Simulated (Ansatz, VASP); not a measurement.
# LaZn in VASP and in Ansatz

INCAR

```
  PREC = Accurate
  ENCUT = 520
  EDIFF = 1E-8
  ISMEAR = -1
  SIGMA = 0.05
  LREAL = False
  LASPH = True
  NELM = 60
  ALGO = Normal
  ISIF = 2
  LWAVE = False
  LCHARG = False
  GGA = CA
  LEFG = True
  NBANDS = 18
```

Contents of KPOINTS:

```
regular mesh
0
Gamma
  9 9 9
```

The input POSCAR:

```
LaZn
1.0
    3.7993477643      0.0000000000      0.0000000000
    0.0000000000      3.7993477643      0.0000000000
    0.0000000000      0.0000000000      3.7993477643
La Zn
1 1
Direct
    0.5000000000      0.5000000000      0.5000000000
    0.0000000000      0.0000000000      0.0000000000
```

Input for Ansatz:

```yaml
crystal:
  lattice:
    - [3.7993477643, 0.0, 0.0]
    - [0.0, 3.7993477643, 0.0]
    - [0.0, 0.0, 3.7993477643]
  atoms:
    - { symbol: La, position: [0.5, 0.5, 0.5] }
    - { symbol: Zn, position: [0.0, 0.0, 0.0] }
kpoints:
  mp_grid: { grid: [9, 9, 9] }
scf:
  occupations: { method: fermi_dirac, width: 0.05 }
hamiltonian:
  xc: lda
  pseudopotentials: { kind: all_electron, datasets: crystal }
output:
  forces: true
  stress: true
  eigenvalues: true
  efg: { contact_densities: true }
```

Change from the starting cell: volume scaled by 1.04, crystal datasets.

Alike in both runs: task electric field gradients; functional LDA; k mesh 9 × 9 × 9; occupations fermi-dirac, width 0.05 eV; no spin polarisation.

|  | VASP | Ansatz |
| --- | --- | --- |
| version | VASP 6.6.1 | Ansatz 0.2.0 |
| potentials or method | VASP PAW LDA potentials, release 64 (La, Zn), cutoff 520 eV | all-electron PAW with datasets made for the crystal, scalar-relativistic |

```csv
,VASP,Ansatz,Ansatz less VASP
pressure (GPa),-5.5,-5.5,-0.02
```

LDA's correlation is that of Perdew and Zunger in VASP and of Perdew and Wang (1992) in Ansatz. Ansatz ran all-electron here, and VASP with PAW potentials.

Neither program's run includes spin-orbit coupling.
